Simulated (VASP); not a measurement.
A run of VASP 6.6.1 is set up as follows.

File INCAR:

```
SYSTEM = V
PREC = Accurate
ENCUT = 500
EDIFF = 1E-7
ISMEAR = -1
SIGMA = 0.1
LREAL = .False.
LASPH = .True.
NELM = 120
ALGO = Normal
ISIF = 3
LWAVE = .False.
LCHARG = .False.
IBRION = 2
NSW = 80
EDIFFG = -0.01
GGA_COMPAT = .False.
NELMIN = 4
```

File KPOINTS:

```
Automatic mesh
0
Gamma
  15 15 15
  0 0 0
```

File POSCAR:

```
V
1.0
   -1.5120000000      1.5120000000      1.5120000000
    1.5120000000     -1.5120000000      1.5120000000
    1.5120000000      1.5120000000     -1.5120000000
V
1
Direct
    0.0000000000      0.0000000000      0.0000000000
```

Potentials or basis: VASP PAW LDA potentials, release 64 (V_sv).

Run with:

```console
$ cat potpaw_LDA.64/V_sv/POTCAR > POTCAR
$ mpirun -np 1 vasp_std > vasp.out
```

Q: What does it give for the relaxed cell?

A: a = 2.538 Å, b = 2.538 Å, c = 2.538 Å, α = 109.47°, β = 109.47°, γ = 109.47°.

Q: Predict the relaxed volume.

A: 12.58 Å³/atom.

Q: What does it give for the space group after relaxing (to 0.1 Å)?

A: Im-3m (No. 229).

Q: Estimate the band gap on the k mesh.

A: Zero (an odd number of electrons rules out a gap without spin polarisation).

The path:
| step | energy change (eV) | largest force (eV/Å) | pressure (GPa) | volume (Å³) |
| --- | --- | --- | --- | --- |
| 1 | 0.0000 | 0.0000 | -16.68 | 13.83 |
| 2 | 0.0608 | 0.0000 | 32.11 | 11.14 |
| 3 | -0.0699 | 0.0000 | -0.60 | 12.61 |
| 4 | -0.0699 | 0.0000 | -0.05 | 12.58 |

LDA usually gives volumes a few per cent too small. Zero-point motion and thermal expansion aren't in these numbers.
